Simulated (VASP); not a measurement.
# SiO2 (P4_32_12) in VASP: notebook

The runs below take SiO2 through single point, with PBEsol.

Program: VASP 6.6.1. These are calculated values, not measurements. Logs are shortened: lines on timing, memory, paths and dates and some standing lists are left out, and cuts for length are marked.

### Step 1. The cell of the first run

Symmetry: P4_32_12, No. 96, tetragonal system. The conventional cell has a = 5.179 Å, b = 5.179 Å, c = 7.216 Å, α = 90.00°, β = 90.00°, γ = 90.00°. Within 2.2 Å of Si (site symmetry 2) lie 4 O at 1.62 Å. O (site symmetry 1) has 2 Si at 1.62 Å within 2.2 Å.

### Step 2. Single point, PBEsol (equal strain along all axes, cell held: +3.0 %, then relaxed in part)

The input, INCAR:

```
SYSTEM = SiO2
  PREC = Accurate
  ENCUT = 520
  EDIFF = 1E-6
  ISMEAR = 0
  SIGMA = 0.02
  LREAL = .FALSE.
  LASPH = .TRUE.
  NELM = 100
  ALGO = Normal
  ISIF = 2
  LWAVE = .FALSE.
  LCHARG = .TRUE.
  GGA = PS
  LELF = .TRUE.
  LVHAR = .TRUE.
  NBANDS = 44
```

The input, KPOINTS:

```
regular mesh
0
G
  6 6 4
  0 0 0
```

The input, POSCAR:

```
SiO2
1.0
    5.1786149089      0.0000000000      0.0000000000
    0.0000000000      5.1786149089      0.0000000000
    0.0000000000      0.0000000000      7.2159011653
Si O
4 8
Direct
    0.2193833521      0.2193833521      0.0000000000
    0.2806166479      0.7193833521      0.7500000000
    0.7193833521      0.2806166479      0.2500000000
    0.7806166479      0.7806166479      0.5000000000
    0.5658649435      0.7454126288      0.6606383855
    0.4341350565      0.2545873712      0.1606383855
    0.7454126288      0.5658649435      0.3393616145
    0.2454126288      0.9341350565      0.9106383855
    0.2545873712      0.4341350565      0.8393616145
    0.0658649435      0.7545873712      0.5893616145
    0.9341350565      0.2454126288      0.0893616145
    0.7545873712      0.0658649435      0.4106383855
```

Potentials or basis: VASP PAW PBE potentials, release 64 (Si, O).

Started as:

```console
$ cat potpaw_PBE.64/Si/POTCAR potpaw_PBE.64/O/POTCAR > POTCAR
$ mpirun -np 1 vasp_std > vasp.out
```

OUTCAR:

```text
SYSTEM = SiO2
   PREC = Accurate
   ENCUT = 520
   EDIFF = 1E-6
   ISMEAR = 0
   LREAL = .FALSE.
   LASPH = .TRUE.
   NELM = 100
   ISIF = 2
   GGA = PS

 ion  position               nearest neighbor table
   1  0.219  0.219  0.000-   6 1.62   9 1.62   8 1.62  11 1.62
   2  0.281  0.719  0.750-   8 1.62  10 1.62   9 1.62   5 1.62
   3  0.719  0.281  0.250-  11 1.62  12 1.62   6 1.62   7 1.62
   4  0.781  0.781  0.500-   5 1.62   7 1.62  10 1.62  12 1.62
   5  0.566  0.745  0.661-   4 1.62   2 1.62
   6  0.434  0.255  0.161-   1 1.62   3 1.62
   7  0.745  0.566  0.339-   4 1.62   3 1.62
   8  0.245  0.934  0.911-   2 1.62   1 1.62
   9  0.255  0.434  0.839-   1 1.62   2 1.62
  10  0.066  0.755  0.589-   2 1.62   4 1.62
  11  0.934  0.245  0.089-   3 1.62   1 1.62
  12  0.755  0.066  0.411-   3 1.62   4 1.62

  LATTYP: Found a simple tetragonal cell.
 ALAT       =     5.1786149089
 C/A-ratio  =     1.3934036981

  Lattice vectors:

 A1 = (   5.1786149089,   0.0000000000,   0.0000000000)
 A2 = (   0.0000000000,   5.1786149089,   0.0000000000)
 A3 = (   0.0000000000,   0.0000000000,   7.2159011653)

Analysis of symmetry for initial positions (statically):
=====================================================================
 Subroutine PRICEL returns:
 Original cell was already a primitive cell.

 Routine SETGRP: Setting up the symmetry group for a
 simple tetragonal supercell.

 Subroutine GETGRP returns: Found  8 space group operations
 (whereof  2 operations were pure point group operations)
 out of a pool of 16 trial point group operations.

The static configuration has the point symmetry C_2 .
 The point group associated with its full space group is D_4 .

Analysis of symmetry for dynamics (positions and initial velocities):
=====================================================================
 Subroutine PRICEL returns:
 Original cell was already a primitive cell.

 Routine SETGRP: Setting up the symmetry group for a
 simple tetragonal supercell.

 Subroutine GETGRP returns: Found  8 space group operations
 (whereof  2 operations were pure point group operations)
 out of a pool of 16 trial point group operations.

The dynamic configuration has the point symmetry C_2 .
 The point group associated with its full space group is D_4 .

 Subroutine INISYM returns: Found  8 space group operations
 (whereof  2 operations are pure point group operations),
 and found     1 'primitive' translations

----------------------------------------------------------------------------------------

                                     Primitive cell

  volume of cell :     193.5164

  direct lattice vectors                    reciprocal lattice vectors
     5.178614909  0.000000000  0.000000000     0.193101827  0.000000000  0.000000000
     0.000000000  5.178614909  0.000000000     0.000000000  0.193101827  0.000000000
     0.000000000  0.000000000  7.215901165     0.000000000  0.000000000  0.138582829

  length of vectors
     5.178614909  5.178614909  7.215901165     0.193101827  0.193101827  0.138582829

  position of ions in fractional coordinates (direct lattice)
     0.219383352  0.219383352  0.000000000
     0.280616648  0.719383352  0.750000000
     0.719383352  0.280616648  0.250000000
     0.780616648  0.780616648  0.500000000
     0.565864944  0.745412629  0.660638386
     0.434135056  0.254587371  0.160638386
     0.745412629  0.565864944  0.339361614
     0.245412629  0.934135056  0.910638386
     0.254587371  0.434135056  0.839361614
     0.065864944  0.754587371  0.589361614
     0.934135056  0.245412629  0.089361614
     0.754587371  0.065864944  0.410638386

  ion indices of the primitive-cell ions
   primitive index   ion index
                 1           1
                 2           2
                 3           3
                 4           4
                 5           5
                 6           6
                 7           7
                 8           8
                 9           9
                10          10
                11          11
                12          12

----------------------------------------------------------------------------------------

 KPOINTS: regular mesh

Automatic generation of k-mesh.
 Grid dimensions read from file:
 generate k-points for:    6    6    4

 Generating k-lattice:

  Cartesian coordinates                     Fractional coordinates (reciprocal lattice)
     0.032183638  0.000000000  0.000000000     0.166666667  0.000000000  0.000000000
     0.000000000  0.032183638  0.000000000     0.000000000  0.166666667  0.000000000
     0.000000000  0.000000000  0.034645707     0.000000000  0.000000000  0.250000000

  Length of vectors
     0.032183638  0.032183638  0.034645707

  Shift w.r.t. Gamma in fractional coordinates (k-lattice)
     0.000000000  0.000000000  0.000000000

 Subroutine IBZKPT returns following result:
 ===========================================

 Found     30 irreducible k-points:

 Following reciprocal coordinates:
            Coordinates               Weight
  0.000000  0.000000  0.000000      1.000000
  0.166667  0.000000  0.000000      4.000000
  0.333333  0.000000  0.000000      4.000000
  0.500000  0.000000  0.000000      2.000000
  0.166667  0.166667  0.000000      4.000000
  0.333333  0.166667  0.000000      8.000000
[... 16 lines left out ...]
  0.333333  0.000000  0.500000      4.000000
  0.500000  0.000000  0.500000      2.000000
 [... further k-points ...]
   k-points           NKPTS =     30   k-points in BZ     NKDIM =     30   number of bands    NBANDS=     44
   number of dos      NEDOS =    301   number of ions     NIONS =     12
   total plane-waves  NPLWV =  86400
   dimension x,y,z NGX =    40 NGY =   40 NGZ =   54
   dimension x,y,z NGXF=    80 NGYF=   80 NGZF=  108
   ions per type =               4   8
   NGX,Y,Z   is equivalent  to a cutoff of  12.84, 12.84, 12.44 a.u.
   NGXF,Y,Z  is equivalent  to a cutoff of  25.68, 25.68, 24.88 a.u.
 SYSTEM =  SiO2
   PREC   = accura    normal or accurate (medium, high low for compatibility)
   ISTART =      0    job   : 0-new  1-cont  2-samecut
   ICHARG =      2    charge: 1-file 2-atom 10-const
   ISPIN  =      1    spin polarized calculation?
   LNONCOLLINEAR =      F non collinear calculations
   LSORBIT =      F    spin-orbit coupling
   LASPH  =      T    aspherical Exc in radial PAW
   ENCUT  =  520.0 eV  38.22 Ry    6.18 a.u.   9.63  9.63 13.42*2*pi/ulx,y,z
   NELM   =    100;   NELMIN=  2; NELMDL= -5     # of ELM steps
   EDIFF  = 0.1E-05   stopping-criterion for ELM
   LREAL  =      F    real-space projection
   EDIFFG = 0.1E-04   stopping-criterion for IOM
   NSW    =      0    number of steps for IOM
   IBRION =     -1    ionic relax: 0-MD 1-quasi-New 2-CG
   NFREE  =      0    steps in history (QN), initial steepest desc. (CG)
   ISIF   =      2    stress and relaxation
   ISYM   =      2    0-nonsym 1-usesym 2-fastsym
   POTIM  = 0.5000    time-step for ionic-motion
   TEBEG  =    0.0;   TEEND  =   0.0 temperature during run
   PSTRESS=    0.0 pullay stress
   NELECT =      64.0000    total number of electrons
   NUPDOWN=      -1.0000    fix difference up-down
   EMIN   =  10.00;   EMAX   =-10.00  energy-range for DOS
   EFERMI =   0.00;   METHOD = LEGACY
   ISMEAR =     0;   SIGMA  =   0.02  broadening in eV -4-tet -1-fermi 0-gaus
   EFERMI_NEDOS =   21; number of points for ismear=-14 and -15
   IALGO  =     38    algorithm
   IMIX   =      4    mixing-type and parameters
     AMIX     =   0.40;   BMIX     =  1.00
     AMIX_MAG =   1.60;   BMIX_MAG =  1.00
  volume/ion in A,a.u.               =      16.13       108.83
  Fermi-wavevector in a.u.,A,eV,Ry     =   1.132128  2.139412 17.438777  1.281714
  Thomas-Fermi vector in A             =   2.268829
   LORBIT       =      0    0 simple, 1 ext, 2 COOP (PROOUT), +10 PAW based schemes
   GGA     = PS    functional components
   LHFCALC =     F    Hartree Fock is set to
   AEXX    =    0.0000 exact exchange contribution
   IVDW    =     0    specifies the selected vdW correction
   LEPSILON=     F    determine dielectric tensor
   LRPA    =     F    only Hartree local field effects (RPA)
 non-spin polarized calculation
 Gauss-broadening in eV      SIGMA  =   0.02
  energy-cutoff  :      520.00
  volume of cell :      193.52
 maximum number of plane-waves:      5255
 NGX is ok and might be reduce to    40
   NGX = 19   NGY = 19   NGZ = 27

 number of electron      64.0000000 magnetization

 Free energy of the ion-electron system (eV)
  ---------------------------------------------------
  ext. energy  EPLUGINS =         0.00000000
  ---------------------------------------------------
  free energy    TOTEN  =       -98.66939677 eV

  energy without entropy =      -98.66939677  energy(sigma->0) =      -98.66939677

 E-fermi :  -0.4868     XC(G=0):  -7.8712

 val. band max:       -0.6643444089   @ k =   0.0000   0.0000   0.0000
 cond. band min:       4.8174669400   @ k =   0.0000   0.0000   0.0000
 fundamental gap:      5.4818113489
 Fermi energy:        -0.4867631075

 k-point     1 :       0.0000    0.0000    0.0000
  band No.  band energies     occupation
      1     -19.9729      2.00000
      2     -19.1040      2.00000
      3     -19.1040      2.00000
      4     -17.9543      2.00000
      5     -17.9528      2.00000
      6     -17.9332      2.00000
[... 36 lines left out ...]
     43      10.2043      0.00000
     44      10.3593      0.00000

 k-point     2 :       0.1667    0.0000    0.0000
  band No.  band energies     occupation
      1     -19.9200      2.00000
      2     -19.1668      2.00000
      3     -19.0388      2.00000
      4     -18.0301      2.00000
      5     -17.9566      2.00000
      6     -17.9517      2.00000
[... 36 lines left out ...]
     43      10.3937      0.00000
     44      10.6260      0.00000

 k-point     3 :       0.3333    0.0000    0.0000
  band No.  band energies     occupation
      1     -19.7714      2.00000
      2     -19.3362      2.00000
      3     -18.8535      2.00000
      4     -18.2764      2.00000
      5     -17.9602      2.00000
      6     -17.9475      2.00000
[... 36 lines left out ...]
     43      10.1002      0.00000
     44      10.2841      0.00000

 k-point     4 :       0.5000    0.0000    0.0000
  band No.  band energies     occupation
      1     -19.5593      2.00000
      2     -19.5593      2.00000
      3     -18.5798      2.00000
      4     -18.5798      2.00000
      5     -17.9561      2.00000
      6     -17.9561      2.00000
[... 882 lines left out ...]
     43      10.0242      0.00000
     44      10.0242      0.00000

 k-point    23 :       0.3333    0.0000    0.5000
  band No.  band energies     occupation
      1     -19.6092      2.00000
      2     -19.6092      2.00000
      3     -18.5182      2.00000
      4     -18.5182      2.00000
      5     -17.9456      2.00000
      6     -17.9456      2.00000
[... 36 lines left out ...]
     43      10.4311      0.00000
     44      10.4314      0.00000

 k-point    24 :       0.5000    0.0000    0.5000
  band No.  band energies     occupation
      1     -19.5559      2.00000
      2     -19.5559      2.00000
      3     -18.5925      2.00000
      4     -18.5925      2.00000
      5     -17.9458      2.00000
      6     -17.9458      2.00000
[... 36 lines left out ...]
     43      10.6218      0.00000
     44      10.6225      0.00000

 [... further k-points ...]

------------------------ aborting loop because EDIFF is reached ----------------------------------------

  FORCE on cell =-STRESS in cart. coord.  units (eV):
  Direction    XX          YY          ZZ          XY          YZ          ZX
  --------------------------------------------------------------------------------------
  -------------------------------------------------------------------------------------
  Total       -0.9179093     -0.9179093     -0.3067286      0.0000000      0.0000000      0.0000000
  in kB       -7.5996313     -7.5996313     -2.5394929      0.0000000      0.0000000      0.0000000
  external PRESSURE =      -5.9129185 kB  Pullay stress =       0.0000000 kB

 VOLUME and BASIS-vectors are now :
 -----------------------------------------------------------------------------
  energy-cutoff  :      520.00
  volume of cell :      193.52
      direct lattice vectors                 reciprocal lattice vectors
     5.178614909  0.000000000  0.000000000     0.193101827  0.000000000  0.000000000
     0.000000000  5.178614909  0.000000000     0.000000000  0.193101827  0.000000000
     0.000000000  0.000000000  7.215901165     0.000000000  0.000000000  0.138582829

 POSITION                                       TOTAL-FORCE (eV/Angst)
 -----------------------------------------------------------------------------------
      1.13610      1.13610      0.00000        -0.013646     -0.013646      0.000000
      1.45321      3.72541      5.41193         0.013646     -0.013646      0.000000
      3.72541      1.45321      1.80398        -0.013646      0.013646      0.000000
      4.04251      4.04251      3.60795         0.013646      0.013646      0.000000
      2.93040      3.86020      4.76710         0.011647      0.001576      0.004204
      2.24822      1.31841      1.15915        -0.011647     -0.001576      0.004204
      3.86020      2.93040      2.44880         0.001576      0.011647     -0.004204
      1.27090      4.83753      6.57108         0.001576     -0.011647      0.004204
      1.31841      2.24822      6.05675        -0.001576     -0.011647     -0.004204
      0.34109      3.90772      4.25278         0.011647     -0.001576     -0.004204
      4.83753      1.27090      0.64482        -0.011647      0.001576     -0.004204
      3.90772      0.34109      2.96313        -0.001576      0.011647      0.004204
 -----------------------------------------------------------------------------------
    total drift:                               -0.000000      0.000000      0.000000

  FREE ENERGIE OF THE ION-ELECTRON SYSTEM (eV)
  ---------------------------------------------------
  free  energy   TOTEN  =       -98.6693967746 eV

  energy  without entropy=      -98.6693967746  energy(sigma->0) =      -98.66939677
```

Wall time 2.6 min (1 thread of Intel Xeon Platinum 8488C (Sapphire Rapids), shared host); peak memory 0.37 GiB.

Results:

```
Free energy            : -98.6694 eV
Pressure               : -0.6 GPa
Largest force          : 0.019 eV/Å
Band gap on the k mesh : 5.48 eV
```

Forces in eV/Å, atoms in the order of the input:
```
Si  -0.014 -0.014  0.000
Si   0.014 -0.014  0.000
Si  -0.014  0.014  0.000
Si   0.014  0.014  0.000
O    0.012  0.002  0.004
O   -0.012 -0.002  0.004
O    0.002  0.012 -0.004
O    0.002 -0.012  0.004
O   -0.002 -0.012 -0.004
O    0.012 -0.002 -0.004
O   -0.012  0.002 -0.004
O   -0.002  0.012  0.004
```

Levels at points of the mesh, in eV from the valence-band top:
```tsv
k point	band 30	band 31	band 32	band 33	band 34	band 35
(0.00, 0.00, 0.00)	-0.15	-0.15	0.00	5.48	8.52	8.52
(0.50, 0.00, 0.00)	-0.69	-0.38	-0.38	7.37	7.37	8.98
(0.50, 0.50, 0.00)	-0.63	-0.61	-0.61	8.40	8.40	8.46
(0.00, 0.00, 0.50)	-0.46	-0.43	-0.43	6.60	6.60	8.95
(0.50, 0.00, 0.50)	-0.96	-0.10	-0.10	7.59	7.59	8.47
(0.50, 0.50, 0.50)	-0.73	-0.73	-0.73	8.94	8.94	8.94
```

Caveat: the cell differs from its parent crystal (equal strain along all axes, cell held: +3.0 %, then relaxed in part); the PAW data sets were made with another functional, which shifts forces and pressure a little.

(Continued in part 2 of 3.)
